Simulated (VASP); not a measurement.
PtSe2:

```
Pt Se
1.0
     3.71017    0.00000    0.00000
    -1.85509    3.21310    0.00000
     0.00000    0.00000    6.06076
Pt Se
1 2
Cartesian
  0.0000 0.0000 0.0000
  0.0000 2.1421 1.2920
  1.8551 1.0710 4.7688
```

This cell differs from its parent crystal: volume scaled by 0.91.

```yaml
Program: VASP 6.6.1
Task: relaxation of shape and atoms at fixed volume
Functional: PBE
Potentials_or_basis: VASP PAW PBE potentials, release 64 (Pt, Se)
Cutoff: 600 eV
k_mesh: 12 × 12 × 4
Occupations: gaussian, width 0.02 eV
Spin: no spin polarisation
```

At the start: pressure 3.6 GPa; volume 24.08 Å³/atom.

Question: How do energy, volume and symmetry change on relaxing?

Answer: Over 6 steps the energy falls by 8.2 meV/atom; space group P-3m1 (No. 164, to 0.05 Å).

The path:
```tsv
step	energy change (eV)	largest force (eV/Å)	pressure (GPa)	volume (Å³)
1	0.0000	0.4322	3.64	72.25
2	-0.0163	0.2000	2.17	72.25
3	-0.0226	0.0881	0.33	72.25
4	-0.0227	0.0554	0.55	72.25
5	-0.0243	0.0244	0.42	72.25
6	-0.0247	0.0017	0.31	72.25
```

Final structure:
```
CELL_PARAMETERS angstrom
3.75424 0.00000 0.00000
-1.87712 3.25127 0.00000
0.00000 0.00000 5.91930
ATOMIC_POSITIONS crystal
Pt 0.00000 0.00000 0.00000
Se 0.33333 0.66667 0.22030
Se 0.66667 0.33333 0.77970
```

Caveat: the cell differs from its parent crystal (volume scaled by 0.91); this functional lacks dispersion, which binds the layers, so the pressure and a relaxed spacing across them are unreliable.
